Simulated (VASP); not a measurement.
# CdS (x) (P6_3mc) in VASP: notebook

CdS (x) is run at these levels: PBEsol; tasks: single point.

All numbers are computed with VASP 6.6.1; they aren't measurements. Logs are shortened: lines on timing, memory, paths and dates and some standing lists are left out, and cuts for length are marked.

### Step 1. The cell of the first run

It takes space group P6_3mc (No. 186, hexagonal). The conventional cell has a = 4.137 Å, b = 4.137 Å, c = 6.716 Å, α = 90.00°, β = 90.00°, γ = 120.00°. Within 3.3 Å of Cd (site symmetry 3m) lie 4 S at 2.53 Å. Within 3.3 Å of S (site symmetry 3m) lie 4 Cd at 2.53 Å.

### Step 2. Single point, PBEsol

INCAR

```
SYSTEM = CdS
PREC = Accurate
ENCUT = 520
EDIFF = 1E-6
ISMEAR = 0
SIGMA = 0.01
LREAL = .False.
LASPH = .True.
NELM = 60
ALGO = Normal
ISIF = 2
LWAVE = .False.
LCHARG = .False.
GGA = PS
NBANDS = 26
```

KPOINTS

```
Automatic mesh
0
Gamma
  9 9 4
  0 0 0
```

POSCAR

```
CdS
1.0
    4.1370000000      0.0000000000      0.0000000000
   -2.0685000000      3.5827470955      0.0000000000
    0.0000000000      0.0000000000      6.7160000000
Cd S
2 2
Direct
    0.3333333333      0.6666666667     -0.0000235303
    0.6666666667      0.3333333333      0.4999764697
    0.3333333333      0.6666666667      0.3770235303
    0.6666666667      0.3333333333      0.8770235303
```

Potentials or basis: VASP PAW PBE potentials, release 64 (Cd, S).

On the command line:

```bash
$ cat potpaw_PBE.64/Cd/POTCAR potpaw_PBE.64/S/POTCAR > POTCAR
$ mpirun -np 1 vasp_std > vasp.out
```

OUTCAR:

```text
SYSTEM = CdS
   PREC = Accurate
   ENCUT = 520
   EDIFF = 1E-6
   ISMEAR = 0
   LREAL = .False.
   LASPH = .True.
   NELM = 60
   ISIF = 2
   GGA = PS

 ion  position               nearest neighbor table
   1  0.333  0.667  1.000-   4 2.53   4 2.53   4 2.53   3 2.53
   2  0.667  0.333  0.500-   3 2.53   3 2.53   3 2.53   4 2.53
   3  0.333  0.667  0.377-   2 2.53   2 2.53   2 2.53   1 2.53
   4  0.667  0.333  0.877-   1 2.53   1 2.53   1 2.53   2 2.53

  LATTYP: Found a hexagonal cell.
 ALAT       =     4.1370000000
 C/A-ratio  =     1.6233985980

  Lattice vectors:

 A1 = (   4.1370000000,   0.0000000000,   0.0000000000)
 A2 = (  -2.0685000000,   3.5827470955,   0.0000000000)
 A3 = (   0.0000000000,   0.0000000000,   6.7160000000)

Analysis of symmetry for initial positions (statically):
=====================================================================
 Subroutine PRICEL returns:
 Original cell was already a primitive cell.

 Routine SETGRP: Setting up the symmetry group for a
 hexagonal supercell.

 Subroutine GETGRP returns: Found 12 space group operations
 (whereof  6 operations were pure point group operations)
 out of a pool of 24 trial point group operations.

The static configuration has the point symmetry C_3v.
 The point group associated with its full space group is C_6v.

Analysis of symmetry for dynamics (positions and initial velocities):
=====================================================================
 Subroutine PRICEL returns:
 Original cell was already a primitive cell.

 Routine SETGRP: Setting up the symmetry group for a
 hexagonal supercell.

 Subroutine GETGRP returns: Found 12 space group operations
 (whereof  6 operations were pure point group operations)
 out of a pool of 24 trial point group operations.

The dynamic configuration has the point symmetry C_3v.
 The point group associated with its full space group is C_6v.

 Subroutine INISYM returns: Found 12 space group operations
 (whereof  6 operations are pure point group operations),
 and found     1 'primitive' translations

----------------------------------------------------------------------------------------

                                     Primitive cell

  volume of cell :      99.5434

  direct lattice vectors                    reciprocal lattice vectors
[... 83 lines left out ...]
   ISTART =      0    job   : 0-new  1-cont  2-samecut
   ICHARG =      2    charge: 1-file 2-atom 10-const
   ISPIN  =      1    spin polarized calculation?
   LNONCOLLINEAR =      F non collinear calculations
   LSORBIT =      F    spin-orbit coupling
   LASPH  =      T    aspherical Exc in radial PAW
   ENCUT  =  520.0 eV  38.22 Ry    6.18 a.u.   7.69  7.69 12.49*2*pi/ulx,y,z
   NELM   =     60;   NELMIN=  2; NELMDL= -5     # of ELM steps
   EDIFF  = 0.1E-05   stopping-criterion for ELM
   LREAL  =      F    real-space projection
   EDIFFG = 0.1E-04   stopping-criterion for IOM
   NSW    =      0    number of steps for IOM
   IBRION =     -1    ionic relax: 0-MD 1-quasi-New 2-CG
   NFREE  =      0    steps in history (QN), initial steepest desc. (CG)
   ISIF   =      2    stress and relaxation
   ISYM   =      2    0-nonsym 1-usesym 2-fastsym
   POTIM  = 0.5000    time-step for ionic-motion
   TEBEG  =    0.0;   TEEND  =   0.0 temperature during run
   PSTRESS=    0.0 pullay stress
   NELECT =      36.0000    total number of electrons
   NUPDOWN=      -1.0000    fix difference up-down
   EMIN   =  10.00;   EMAX   =-10.00  energy-range for DOS
   EFERMI =   0.00;   METHOD = LEGACY
   ISMEAR =     0;   SIGMA  =   0.01  broadening in eV -4-tet -1-fermi 0-gaus
   EFERMI_NEDOS =   21; number of points for ismear=-14 and -15
   IALGO  =     38    algorithm
   IMIX   =      4    mixing-type and parameters
     AMIX     =   0.40;   BMIX     =  1.00
     AMIX_MAG =   1.60;   BMIX_MAG =  1.00
  volume/ion in A,a.u.               =      24.89       167.94
  Fermi-wavevector in a.u.,A,eV,Ry     =   1.166375  2.204129 18.509783  1.360431
  Thomas-Fermi vector in A             =   2.302889
   LORBIT       =      0    0 simple, 1 ext, 2 COOP (PROOUT), +10 PAW based schemes
   GGA     = PS    functional components
   LHFCALC =     F    Hartree Fock is set to
   AEXX    =    0.0000 exact exchange contribution
   IVDW    =     0    specifies the selected vdW correction
   LEPSILON=     F    determine dielectric tensor
   LRPA    =     F    only Hartree local field effects (RPA)
 non-spin polarized calculation
 Gauss-broadening in eV      SIGMA  =   0.01
  energy-cutoff  :      520.00
  volume of cell :       99.54
 maximum number of plane-waves:      2719
 NGX is ok and might be reduce to    32
   NGX = 15   NGY = 15   NGZ = 25

 number of electron      35.9999995 magnetization

 Free energy of the ion-electron system (eV)
  ---------------------------------------------------
  ext. energy  EPLUGINS =         0.00000000
  ---------------------------------------------------
  free energy    TOTEN  =       -13.63356781 eV

  energy without entropy =      -13.63356781  energy(sigma->0) =      -13.63356781

 E-fermi :   1.2824     XC(G=0):  -9.3556

 val. band max:        1.1803181597   @ k =   0.0000   0.0000   0.0000
 cond. band min:       2.2651677129   @ k =   0.0000   0.0000   0.0000
 fundamental gap:      1.0848495532
 Fermi energy:         1.2823808854

 k-point     1 :       0.0000    0.0000    0.0000
  band No.  band energies     occupation
      1     -11.1856      2.00000
      2     -10.7417      2.00000
      3      -6.5122      2.00000
      4      -6.5069      2.00000
      5      -6.5069      2.00000
      6      -6.4223      2.00000
[... 685 lines left out ...]
     25      10.3892      0.00000
     26      10.5363      0.00000

 [... further k-points ...]
[... 5 lines left out ...]
  --------------------------------------------------------------------------------------
  -------------------------------------------------------------------------------------
  Total       -0.0558871     -0.0558871      0.0167228      0.0000000      0.0000000      0.0000000
  in kB       -0.8995176     -0.8995176      0.2691586      0.0000000      0.0000000      0.0000000
  external PRESSURE =      -0.5099589 kB  Pullay stress =       0.0000000 kB

 VOLUME and BASIS-vectors are now :
 -----------------------------------------------------------------------------
  energy-cutoff  :      520.00
  volume of cell :       99.54
      direct lattice vectors                 reciprocal lattice vectors
     4.137000000  0.000000000  0.000000000     0.241721054  0.139557716  0.000000000
    -2.068500000  3.582747095  0.000000000     0.000000000  0.279115431  0.000000000
     0.000000000  0.000000000  6.716000000     0.000000000  0.000000000  0.148898154

 POSITION                                       TOTAL-FORCE (eV/Angst)
 -----------------------------------------------------------------------------------
     -0.00000      2.38850      6.71584        -0.000000     -0.000000     -0.000288
      2.06850      1.19425      3.35784         0.000000      0.000000     -0.000288
     -0.00000      2.38850      2.53209        -0.000000     -0.000000      0.000288
      2.06850      1.19425      5.89009        -0.000000      0.000000      0.000288
 -----------------------------------------------------------------------------------
    total drift:                               -0.000000     -0.000000     -0.000210

  FREE ENERGIE OF THE ION-ELECTRON SYSTEM (eV)
  ---------------------------------------------------
  free  energy   TOTEN  =       -13.6335678057 eV

  energy  without entropy=      -13.6335678057  energy(sigma->0) =      -13.63356781
```

It took 93 s on 1 thread of Intel Xeon Platinum 8375C at 2.90GHz (Ice Lake), shared host; peak memory 0.25 GiB.

What came out:

| Quantity | Value |
| --- | --- |
| Free energy | -13.6336 eV |
| Pressure | -0.1 GPa |
| Band gap on the k mesh | 1.08 eV, direct |

Caveat: the PAW data sets were made with another functional, which shifts forces and pressure a little. As with any semilocal functional, this PBEsol gap is likely too small.

### Step 3. Single point, PBEsol

INCAR

```
PREC     = Accurate       # precision mode
ENCUT    = 520            # plane-wave cutoff, eV
EDIFF    = 1E-7           # SCF threshold, eV
ISMEAR   = 0              # smearing method
SIGMA    = 0.01           # smearing width, eV
LREAL    = F              # projectors in reciprocal space
LASPH    = T              # aspherical terms in the spheres
NELM     = 80             # most SCF steps
ALGO     = Normal         # electronic algorithm
ISIF     = 2              # what is computed and relaxed
LWAVE    = F              # write WAVECAR
LCHARG   = F              # write CHGCAR
GGA      = PS             # functional
NBANDS   = 26             # bands
```

KPOINTS

```
Automatic mesh
0
Gamma
  9 9 4
```

POSCAR

```
CdS
1.0
    4.1370000000      0.0000000000      0.0000000000
   -2.0685000000      3.5827470955      0.0000000000
    0.0000000000      0.0000000000      6.7160000000
Cd S
2 2
Direct
    0.3333333333      0.6666666667     -0.0092450007
    0.6666666667      0.3333333333      0.4907549993
    0.3333333333      0.6666666667      0.3862450007
    0.6666666667      0.3333333333      0.8862450007
```

Potentials or basis: VASP PAW PBE potentials, release 64 (Cd, S).

On the command line:

```bash
$ cat potpaw_PBE.64/Cd/POTCAR potpaw_PBE.64/S/POTCAR > POTCAR
$ mpirun -np 1 vasp_std > vasp.out
```

OUTCAR:

```text
PREC = Accurate
   ENCUT = 520
   EDIFF = 1E-7
   ISMEAR = 0
   LREAL = F
   LASPH = T
   NELM = 80
   ISIF = 2
   GGA = PS

 ion  position               nearest neighbor table
   1  0.333  0.667  0.991-   4 2.49   4 2.49   4 2.49   3 2.66
   2  0.667  0.333  0.491-   3 2.49   3 2.49   3 2.49   4 2.66
   3  0.333  0.667  0.386-   2 2.49   2 2.49   2 2.49   1 2.66
   4  0.667  0.333  0.886-   1 2.49   1 2.49   1 2.49   2 2.66

  LATTYP: Found a hexagonal cell.
 ALAT       =     4.1370000000
 C/A-ratio  =     1.6233985980

  Lattice vectors:

 A1 = (   4.1370000000,   0.0000000000,   0.0000000000)
 A2 = (  -2.0685000000,   3.5827470955,   0.0000000000)
 A3 = (   0.0000000000,   0.0000000000,   6.7160000000)

Analysis of symmetry for initial positions (statically):
=====================================================================
 Subroutine PRICEL returns:
 Original cell was already a primitive cell.

 Routine SETGRP: Setting up the symmetry group for a
 hexagonal supercell.

 Subroutine GETGRP returns: Found 12 space group operations
 (whereof  6 operations were pure point group operations)
 out of a pool of 24 trial point group operations.

The static configuration has the point symmetry C_3v.
 The point group associated with its full space group is C_6v.

Analysis of symmetry for dynamics (positions and initial velocities):
=====================================================================
 Subroutine PRICEL returns:
 Original cell was already a primitive cell.

 Routine SETGRP: Setting up the symmetry group for a
 hexagonal supercell.

 Subroutine GETGRP returns: Found 12 space group operations
 (whereof  6 operations were pure point group operations)
 out of a pool of 24 trial point group operations.

The dynamic configuration has the point symmetry C_3v.
 The point group associated with its full space group is C_6v.

 Subroutine INISYM returns: Found 12 space group operations
 (whereof  6 operations are pure point group operations),
[... 113 lines left out ...]
   EMIN   =  10.00;   EMAX   =-10.00  energy-range for DOS
   EFERMI =   0.00;   METHOD = LEGACY
   ISMEAR =     0;   SIGMA  =   0.01  broadening in eV -4-tet -1-fermi 0-gaus
   EFERMI_NEDOS =   21; number of points for ismear=-14 and -15
   IALGO  =     38    algorithm
   IMIX   =      4    mixing-type and parameters
     AMIX     =   0.40;   BMIX     =  1.00
     AMIX_MAG =   1.60;   BMIX_MAG =  1.00
  volume/ion in A,a.u.               =      24.89       167.94
  Fermi-wavevector in a.u.,A,eV,Ry     =   1.166375  2.204129 18.509783  1.360431
  Thomas-Fermi vector in A             =   2.302889
   LORBIT       =      0    0 simple, 1 ext, 2 COOP (PROOUT), +10 PAW based schemes
   GGA     = PS    functional components
   LHFCALC =     F    Hartree Fock is set to
   AEXX    =    0.0000 exact exchange contribution
   IVDW    =     0    specifies the selected vdW correction
   LEPSILON=     F    determine dielectric tensor
   LRPA    =     F    only Hartree local field effects (RPA)
 non-spin polarized calculation
 Gauss-broadening in eV      SIGMA  =   0.01
  energy-cutoff  :      520.00
  volume of cell :       99.54
 maximum number of plane-waves:      2719
 NGX is ok and might be reduce to    32
   NGX = 15   NGY = 15   NGZ = 25

 number of electron      35.9999997 magnetization

 Free energy of the ion-electron system (eV)
  ---------------------------------------------------
  ext. energy  EPLUGINS =         0.00000000
  ---------------------------------------------------
  free energy    TOTEN  =       -13.57293354 eV

  energy without entropy =      -13.57293354  energy(sigma->0) =      -13.57293354

 E-fermi :   1.2627     XC(G=0):  -9.3518

 val. band max:        1.1632156042   @ k =   0.0000   0.0000   0.0000
 cond. band min:       2.2996068038   @ k =   0.0000   0.0000   0.0000
 fundamental gap:      1.1363911996
 Fermi energy:         1.2627011676

 k-point     1 :       0.0000    0.0000    0.0000
  band No.  band energies     occupation
      1     -11.2046      2.00000
      2     -10.7863      2.00000
      3      -6.5772      2.00000
      4      -6.5772      2.00000
      5      -6.5210      2.00000
      6      -6.5210      2.00000
[... 685 lines left out ...]
     25      10.4383      0.00000
     26      10.4716      0.00000

 [... further k-points ...]
[... 5 lines left out ...]
  --------------------------------------------------------------------------------------
  -------------------------------------------------------------------------------------
  Total        0.9080813      0.9080813     -1.2997360      0.0000000      0.0000000      0.0000000
  in kB       14.6158120     14.6158120    -20.9195989      0.0000000      0.0000000      0.0000000
  external PRESSURE =       2.7706750 kB  Pullay stress =       0.0000000 kB

 VOLUME and BASIS-vectors are now :
 -----------------------------------------------------------------------------
  energy-cutoff  :      520.00
  volume of cell :       99.54
      direct lattice vectors                 reciprocal lattice vectors
     4.137000000  0.000000000  0.000000000     0.241721054  0.139557716  0.000000000
    -2.068500000  3.582747095  0.000000000     0.000000000  0.279115431  0.000000000
     0.000000000  0.000000000  6.716000000     0.000000000  0.000000000  0.148898154

 POSITION                                       TOTAL-FORCE (eV/Angst)
 -----------------------------------------------------------------------------------
     -0.00000      2.38850      6.65391         0.000000      0.000000      0.442792
      2.06850      1.19425      3.29591        -0.000000      0.000000      0.442792
     -0.00000      2.38850      2.59402         0.000000      0.000000     -0.442792
      2.06850      1.19425      5.95202        -0.000000     -0.000000     -0.442792
 -----------------------------------------------------------------------------------
    total drift:                               -0.000000      0.000000      0.000231

  FREE ENERGIE OF THE ION-ELECTRON SYSTEM (eV)
  ---------------------------------------------------
  free  energy   TOTEN  =       -13.5729335368 eV

  energy  without entropy=      -13.5729335368  energy(sigma->0) =      -13.57293354
```

OSZICAR:

```text
N       E                     dE             d eps       ncg     rms          rms(c)
DAV:   1     0.247789395571E+03    0.24779E+03   -0.17479E+04  1872   0.127E+03
DAV:   2    -0.466331966622E+00   -0.24826E+03   -0.23967E+03  1990   0.319E+02
DAV:   3    -0.144300014739E+02   -0.13964E+02   -0.13875E+02  2306   0.756E+01
DAV:   4    -0.145781873601E+02   -0.14819E+00   -0.14800E+00  2084   0.743E+00
DAV:   5    -0.145803361503E+02   -0.21488E-02   -0.21487E-02  2250   0.904E-01    0.111E+01
DAV:   6    -0.136026821584E+02    0.97765E+00   -0.18320E+00  2492   0.152E+01    0.873E+00
DAV:   7    -0.135811605147E+02    0.21522E-01   -0.67441E-01  1940   0.446E+00    0.379E+00
DAV:   8    -0.135744098706E+02    0.67506E-02   -0.93104E-02  2036   0.309E+00    0.512E-01
DAV:   9    -0.135728515436E+02    0.15583E-02   -0.15651E-02  2060   0.159E+00    0.151E-01
DAV:  10    -0.135728281958E+02    0.23348E-04   -0.11400E-03  2050   0.361E-01    0.887E-02
DAV:  11    -0.135728689793E+02   -0.40783E-04   -0.13320E-04  2140   0.715E-02    0.719E-02
DAV:  12    -0.135729353824E+02   -0.66403E-04   -0.89661E-05  1916   0.541E-02    0.504E-02
DAV:  13    -0.135729327100E+02    0.26724E-05   -0.18678E-05  2216   0.333E-02    0.762E-03
DAV:  14    -0.135729333707E+02   -0.66071E-06   -0.90699E-07  2036   0.844E-03    0.193E-03
DAV:  15    -0.135729335645E+02   -0.19381E-06   -0.76849E-07  1828   0.527E-03    0.235E-03
DAV:  16    -0.135729335368E+02    0.27677E-07   -0.68780E-08  1484   0.267E-03
   1 F= -.13572934E+02 E0= -.13572934E+02  d E =-.361494E-47
```

Wall time 1.7 min (1 thread of Intel Xeon Platinum 8375C at 2.90GHz (Ice Lake), shared host); peak memory 0.25 GiB.

Results:

| Item | Value |
| --- | --- |
| Free energy | -13.5729 eV |
| Pressure | 0.3 GPa |
| Largest force | 0.443 eV/Å |
| Band gap on the k mesh | 1.14 eV, direct |

Forces on the atoms (eV/Å):
```
Cd   0.000  0.000  0.443
Cd   0.000  0.000  0.443
S    0.000  0.000 -0.443
S    0.000  0.000 -0.443
```

Stress tensor (GPa, compression positive):
```
 1.46  0.00  0.00
 0.00  1.46  0.00
 0.00  0.00 -2.09
```

Levels at points of the mesh, in eV from the valence-band top:
```csv
k point,band 15,band 16,band 17,band 18,band 19,band 20,band 21,band 22
"(0.00, 0.00, 0.00)",-0.67,-0.03,0.00,0.00,1.14,2.50,6.37,6.37
"(0.00, 0.00, 0.50)",-0.35,-0.35,-0.35,-0.35,2.68,2.68,6.01,6.01
```

Caveat: the PAW data sets were made with another functional, which shifts forces and pressure a little. Expect the measured gap to be larger: semilocal functionals such as PBEsol lack the derivative discontinuity.
